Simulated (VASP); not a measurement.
# W3C (I4/mmm) in VASP: notebook

The runs below take W3C through single point, with PBE.

Everything below comes from runs of VASP 6.6.1. Logs are shortened: lines on timing, memory, paths and dates and some standing lists are left out, and cuts for length are marked.

### Step 1. The cell of the first run

The structure is tetragonal, space group I4/mmm (No. 139). The conventional cell has a = 3.516 Å, b = 3.516 Å, c = 9.060 Å, α = 90.00°, β = 90.00°, γ = 90.00°. Within 3.3 Å of W (site symmetry 4/mmm) lie 4 C at 2.49 Å and 8 W at 2.87 Å. Within 3.3 Å of W (site symmetry -4m2) lie 8 W at 2.49 to 2.87 Å and 4 C at 2.87 Å. C (site symmetry 4/mmm) has 12 W at 2.49 to 2.87 Å within 3.3 Å.

### Step 2. Single point, PBE

The input, INCAR:

```
SYSTEM = W3C
  ALGO = Normal
  EDIFF = 1E-7
  ENCUT = 520
  GGA = PE
  ISIF = 2
  ISMEAR = 0
  LASPH = .TRUE.
  LCHARG = .FALSE.
  LREAL = .FALSE.
  LWAVE = .FALSE.
  NBANDS = 31
  NELM = 80
  PREC = Accurate
  SIGMA = 0.1
```

The input, KPOINTS:

```
k-points
0
G
  18 18 18
  0 0 0
```

The input, POSCAR:

```
W3C
1.0
   -1.7580378978      1.7580378978      4.5299495231
    1.7580378978     -1.7580378978      4.5299495231
    1.7580378978      1.7580378978     -4.5299495231
W C
3 1
Direct
    0.5000000000      0.5000000000      0.0000000000
    0.2500000000      0.7500000000      0.5000000000
    0.7500000000      0.2500000000      0.5000000000
    0.0000000000      0.0000000000      0.0000000000
```

Potentials or basis: VASP PAW PBE potentials, release 64 (W_sv, C).

On the command line:

```bash
$ cat potpaw_PBE.64/W_sv/POTCAR potpaw_PBE.64/C/POTCAR > POTCAR
$ mpirun -np 1 vasp_std > vasp.out
```

OUTCAR:

```text
SYSTEM = W3C
   EDIFF = 1E-7
   ENCUT = 520
   GGA = PE
   ISIF = 2
   ISMEAR = 0
   LASPH = .TRUE.
   LREAL = .FALSE.
   NELM = 80
   PREC = Accurate

 ion  position               nearest neighbor table
   1  0.500  0.500  0.000-   4 2.49   4 2.49   4 2.49   4 2.49   3 2.87   2 2.87   3 2.87   3 2.87
                             2 2.87   2 2.87   3 2.87   2 2.87
   2  0.250  0.750  0.500-   3 2.49   3 2.49   3 2.49   3 2.49   1 2.87   1 2.87   1 2.87   1 2.87

   3  0.750  0.250  0.500-   2 2.49   2 2.49   2 2.49   2 2.49   1 2.87   1 2.87   1 2.87   1 2.87

   4  0.000  0.000  0.000-   1 2.49   1 2.49   1 2.49   1 2.49

  LATTYP: Found a body centered tetragonal cell.
 ALAT       =     3.5160757956
 C/A-ratio  =     2.5767075492

  Lattice vectors:

 A1 = (  -1.7580378978,   1.7580378978,   4.5299495231)
 A2 = (   1.7580378978,  -1.7580378978,   4.5299495231)
 A3 = (   1.7580378978,   1.7580378978,  -4.5299495231)

Analysis of symmetry for initial positions (statically):
=====================================================================
 Subroutine PRICEL returns:
 Original cell was already a primitive cell.

 Routine SETGRP: Setting up the symmetry group for a
 body centered tetragonal supercell.

 Subroutine GETGRP returns: Found 16 space group operations
 (whereof 16 operations were pure point group operations)
 out of a pool of 16 trial point group operations.

The static configuration has the point symmetry D_4h.

Analysis of symmetry for dynamics (positions and initial velocities):
=====================================================================
 Subroutine PRICEL returns:
 Original cell was already a primitive cell.

 Routine SETGRP: Setting up the symmetry group for a
 body centered tetragonal supercell.

 Subroutine GETGRP returns: Found 16 space group operations
 (whereof 16 operations were pure point group operations)
 out of a pool of 16 trial point group operations.

The dynamic configuration has the point symmetry D_4h.

 Subroutine INISYM returns: Found 16 space group operations
 (whereof 16 operations are pure point group operations),
 and found     1 'primitive' translations

----------------------------------------------------------------------------------------

                                     Primitive cell

  volume of cell :      56.0028

  direct lattice vectors                    reciprocal lattice vectors
    -1.758037898  1.758037898  4.529949523     0.000000000  0.284407976  0.110376506
     1.758037898 -1.758037898  4.529949523     0.284407976  0.000000000  0.110376506
     1.758037898  1.758037898 -4.529949523     0.284407976  0.284407976  0.000000000

  length of vectors
     5.167382043  5.167382043  5.167382043     0.305075187  0.305075187  0.402213617

  position of ions in fractional coordinates (direct lattice)
     0.500000000  0.500000000  0.000000000
     0.250000000  0.750000000  0.500000000
     0.750000000  0.250000000  0.500000000
     0.000000000  0.000000000  0.000000000

  ion indices of the primitive-cell ions
   primitive index   ion index
                 1           1
                 2           2
                 3           3
                 4           4

----------------------------------------------------------------------------------------

 KPOINTS: k-points

Automatic generation of k-mesh.
 Grid dimensions read from file:
 generate k-points for:   18   18   18

 Generating k-lattice:

  Cartesian coordinates                     Fractional coordinates (reciprocal lattice)
     0.000000000  0.015800443  0.006132028     0.055555556 -0.000000000  0.000000000
     0.015800443  0.000000000  0.006132028    -0.000000000  0.055555556  0.000000000
     0.015800443  0.015800443  0.000000000     0.000000000  0.000000000  0.055555556

  Length of vectors
     0.016948622  0.016948622  0.022345201

  Shift w.r.t. Gamma in fractional coordinates (k-lattice)
     0.000000000  0.000000000  0.000000000

 Subroutine IBZKPT returns following result:
 ===========================================

 Found    480 irreducible k-points:

 Following reciprocal coordinates:
            Coordinates               Weight
  0.000000  0.000000  0.000000      1.000000
  0.055556  0.000000 -0.000000      8.000000
  0.111111  0.000000 -0.000000      8.000000
  0.166667  0.000000  0.000000      8.000000
  0.222222  0.000000  0.000000      8.000000
  0.277778  0.000000  0.000000      8.000000
[... 16 lines left out ...]
 -0.277778  0.055556  0.000000     16.000000
 -0.222222  0.055556  0.000000     16.000000
 [... further k-points ...]
   k-points           NKPTS =    480   k-points in BZ     NKDIM =    480   number of bands    NBANDS=     31
   number of dos      NEDOS =    301   number of ions     NIONS =      4
   total plane-waves  NPLWV =  64000
   dimension x,y,z NGX =    40 NGY =   40 NGZ =   40
   dimension x,y,z NGXF=    80 NGYF=   80 NGZF=   80
   ions per type =               3   1
   NGX,Y,Z   is equivalent  to a cutoff of  12.87, 12.87, 12.87 a.u.
   NGXF,Y,Z  is equivalent  to a cutoff of  25.74, 25.74, 25.74 a.u.
 SYSTEM =  W3C
   PREC   = accura    normal or accurate (medium, high low for compatibility)
   ISTART =      0    job   : 0-new  1-cont  2-samecut
   ICHARG =      2    charge: 1-file 2-atom 10-const
   ISPIN  =      1    spin polarized calculation?
   LNONCOLLINEAR =      F non collinear calculations
   LSORBIT =      F    spin-orbit coupling
   LASPH  =      T    aspherical Exc in radial PAW
   ENCUT  =  520.0 eV  38.22 Ry    6.18 a.u.   9.61  9.61  9.61*2*pi/ulx,y,z
   NELM   =     80;   NELMIN=  2; NELMDL= -5     # of ELM steps
   EDIFF  = 0.1E-06   stopping-criterion for ELM
   LREAL  =      F    real-space projection
   EDIFFG = 0.1E-05   stopping-criterion for IOM
   NSW    =      0    number of steps for IOM
   IBRION =     -1    ionic relax: 0-MD 1-quasi-New 2-CG
   NFREE  =      0    steps in history (QN), initial steepest desc. (CG)
   ISIF   =      2    stress and relaxation
   ISYM   =      2    0-nonsym 1-usesym 2-fastsym
   POTIM  = 0.5000    time-step for ionic-motion
   TEBEG  =    0.0;   TEEND  =   0.0 temperature during run
   PSTRESS=    0.0 pullay stress
   NELECT =      46.0000    total number of electrons
   NUPDOWN=      -1.0000    fix difference up-down
   EMIN   =  10.00;   EMAX   =-10.00  energy-range for DOS
   EFERMI =   0.00;   METHOD = LEGACY
   ISMEAR =     0;   SIGMA  =   0.10  broadening in eV -4-tet -1-fermi 0-gaus
   EFERMI_NEDOS =   21; number of points for ismear=-14 and -15
   IALGO  =     38    algorithm
   IMIX   =      4    mixing-type and parameters
     AMIX     =   0.40;   BMIX     =  1.00
     AMIX_MAG =   1.60;   BMIX_MAG =  1.00
  volume/ion in A,a.u.               =      14.00        94.48
  Fermi-wavevector in a.u.,A,eV,Ry     =   1.533172  2.897275 31.982071  2.350616
  Thomas-Fermi vector in A             =   2.640276
   LORBIT       =      0    0 simple, 1 ext, 2 COOP (PROOUT), +10 PAW based schemes
   GGA     = PE    functional components
   LHFCALC =     F    Hartree Fock is set to
   AEXX    =    0.0000 exact exchange contribution
   IVDW    =     0    specifies the selected vdW correction
   LEPSILON=     F    determine dielectric tensor
   LRPA    =     F    only Hartree local field effects (RPA)
 non-spin polarized calculation
 Gauss-broadening in eV      SIGMA  =   0.10
  energy-cutoff  :      520.00
  volume of cell :       56.00
 maximum number of plane-waves:      1545
   NGX = 19   NGY = 19   NGZ = 19

 number of electron      45.9999998 magnetization

 Free energy of the ion-electron system (eV)
  ---------------------------------------------------
  ext. energy  EPLUGINS =         0.00000000
  ---------------------------------------------------
  free energy    TOTEN  =       -42.99461588 eV

  energy without entropy =      -42.98800283  energy(sigma->0) =      -42.99130935

 E-fermi :  10.6814     XC(G=0): -13.3116

 val. band max:       10.6789323607   @ k =  -0.0556  -0.3889   0.0556
 cond. band min:      10.6829056047   @ k =  -0.2222   0.3333   0.2222
 fundamental gap:      0.0039732440
 Fermi energy:        10.6813812685

 k-point     1 :       0.0000    0.0000    0.0000
  band No.  band energies     occupation
      1     -63.8617      2.00000
      2     -63.3058      2.00000
      3     -62.9336      2.00000
      4     -28.3265      2.00000
      5     -28.3265      2.00000
      6     -28.2573      2.00000
[... 23 lines left out ...]
     30      14.3228      0.00000
     31      16.8966      0.00000

 k-point     2 :       0.0556    0.0000   -0.0000
  band No.  band energies     occupation
      1     -63.8616      2.00000
      2     -63.3031      2.00000
      3     -62.9364      2.00000
      4     -28.3280      2.00000
      5     -28.3154      2.00000
      6     -28.2403      2.00000
[... 23 lines left out ...]
     30      14.3572      0.00000
     31      16.7872      0.00000

 k-point     3 :       0.1111    0.0000   -0.0000
  band No.  band energies     occupation
      1     -63.8611      2.00000
      2     -63.2949      2.00000
      3     -62.9449      2.00000
      4     -28.3233      2.00000
      5     -28.2829      2.00000
      6     -28.2015      2.00000
[... 23 lines left out ...]
     30      14.4363      0.00000
     31      16.4635      0.00000

 k-point     4 :       0.1667    0.0000    0.0000
  band No.  band energies     occupation
      1     -63.8604      2.00000
      2     -63.2815      2.00000
      3     -62.9587      2.00000
      4     -28.3046      2.00000
      5     -28.2323      2.00000
      6     -28.1701      2.00000
[... 635 lines left out ...]
     30      14.5312      0.00000
     31      14.8228      0.00000

 k-point    23 :      -0.2778    0.0556    0.0000
  band No.  band energies     occupation
      1     -63.8588      2.00000
      2     -63.2386      2.00000
      3     -63.0025      2.00000
      4     -28.2857      2.00000
      5     -28.1854      2.00000
      6     -28.1219      2.00000
[... 23 lines left out ...]
     30      14.4919      0.00000
     31      14.9227      0.00000

 k-point    24 :      -0.2222    0.0556    0.0000
  band No.  band energies     occupation
      1     -63.8596      2.00000
      2     -63.2609      2.00000
      3     -62.9797      2.00000
      4     -28.3306      2.00000
      5     -28.1674      2.00000
      6     -28.1383      2.00000
[... 23 lines left out ...]
     30      14.8450      0.00000
     31      15.2317      0.00000

 [... further k-points ...]

------------------------ aborting loop because EDIFF is reached ----------------------------------------

  FORCE on cell =-STRESS in cart. coord.  units (eV):
  Direction    XX          YY          ZZ          XY          YZ          ZX
  --------------------------------------------------------------------------------------
  -------------------------------------------------------------------------------------
  Total        0.4562646      0.4562646      0.1583264      0.0000000      0.0000000      0.0000000
  in kB       13.0532165     13.0532165      4.5295402      0.0000000      0.0000000      0.0000000
  external PRESSURE =      10.2119911 kB  Pullay stress =       0.0000000 kB

 VOLUME and BASIS-vectors are now :
 -----------------------------------------------------------------------------
  energy-cutoff  :      520.00
  volume of cell :       56.00
      direct lattice vectors                 reciprocal lattice vectors
    -1.758037898  1.758037898  4.529949523     0.000000000  0.284407976  0.110376506
     1.758037898 -1.758037898  4.529949523     0.284407976  0.000000000  0.110376506
     1.758037898  1.758037898 -4.529949523     0.284407976  0.284407976  0.000000000

 POSITION                                       TOTAL-FORCE (eV/Angst)
 -----------------------------------------------------------------------------------
      0.00000      0.00000      4.52995        -0.000000     -0.000000      0.000000
      1.75804     -0.00000      2.26497        -0.000000     -0.000000      0.000000
     -0.00000      1.75804      2.26497         0.000000      0.000000     -0.000000
      0.00000      0.00000      0.00000        -0.000000     -0.000000      0.000000
 -----------------------------------------------------------------------------------
    total drift:                                0.000000     -0.000000      0.000000

  FREE ENERGIE OF THE ION-ELECTRON SYSTEM (eV)
  ---------------------------------------------------
  free  energy   TOTEN  =       -42.9946158792 eV

  energy  without entropy=      -42.9880028301  energy(sigma->0) =      -42.99130935
```

It took 29 min on 1 thread of Intel Xeon 8259CL, shared host; peak memory 0.76 GiB.

What came out:

| Property | Result |
| --- | --- |
| Free energy | -42.9946 eV |
| Pressure | 1.0 GPa |
| Band gap on the k mesh | zero (bands 23 and 24 overlap by 1.90 eV) |

Stress tensor (GPa, compression positive):
```
1.31 0.00 0.00
0.00 1.31 0.00
0.00 0.00 0.45
```

Caveat: spin-orbit coupling is left out, which moves the levels of the heavy elements.

### Step 3. Single point, PBE

This run uses another cell than the first one, of 13.96 Å³/atom.

The input, INCAR:

```
SYSTEM = W3C
  PREC = Accurate
  ENCUT = 520
  EDIFF = 1E-7
  ISMEAR = 0
  SIGMA = 0.1
  LREAL = .False.
  LASPH = .True.
  NELM = 80
  ALGO = Normal
  ISIF = 2
  LWAVE = .False.
  LCHARG = .False.
  GGA = PE
  NBANDS = 31
```

The input, KPOINTS:

```
Automatic mesh
0
Gamma
  8 8 8
  0 0 0
```

The input, POSCAR:

```
W3C
1.0
   -1.8420534521      1.8420534521      4.1147168022
    1.8420534521     -1.8420534521      4.1147168022
    1.8420534521      1.8420534521     -4.1147168022
W C
3 1
Direct
    0.5000000000      0.5000000000      0.0000000000
    0.2500000000      0.7500000000      0.5000000000
    0.7500000000      0.2500000000      0.5000000000
    0.0000000000      0.0000000000      0.0000000000
```

Potentials or basis: VASP PAW PBE potentials, release 64 (W_sv, C).

On the command line:

```bash
$ cat potpaw_PBE.64/W_sv/POTCAR potpaw_PBE.64/C/POTCAR > POTCAR
$ mpirun -np 1 vasp_std > vasp.out
```

Run time: 2.7 min. Hardware: 1 thread of Intel Xeon 8259CL, shared host; peak memory 0.25 GiB.

It converged, with:

| Item | Value |
| --- | --- |
| Free energy | -42.6086 eV |
| Pressure | 0.9 GPa |
| Band gap on the k mesh | zero (bands 23 and 24 overlap by 0.73 eV) |

Stress tensor (GPa, compression positive):
```
-3.16  0.00  0.00
 0.00 -3.16  0.00
 0.00  0.00  8.93
```

Levels at points of the mesh, in eV from the Fermi level:
```csv
k point,band 19,band 20,band 21,band 22,band 23,band 24,band 25,band 26,band 27,band 28
"(0.00, 0.00, 0.00)",-2.47,-1.90,-1.75,-1.63,-1.63,0.68,1.17,1.39,1.39,2.06
"(0.50, 0.00, 0.00)",-3.00,-1.33,-1.19,-1.01,-0.63,-0.01,0.44,0.59,0.69,0.93
"(0.50, 0.50, 0.00)",-3.39,-2.00,-1.93,-0.97,0.04,0.27,0.83,1.48,1.75,2.65
"(0.50, 0.50, 0.50)",-4.42,-2.59,-2.17,-2.17,-0.15,0.77,2.20,2.37,2.37,2.82
```

Caveat: spin-orbit coupling is left out, which moves the levels of the heavy elements.
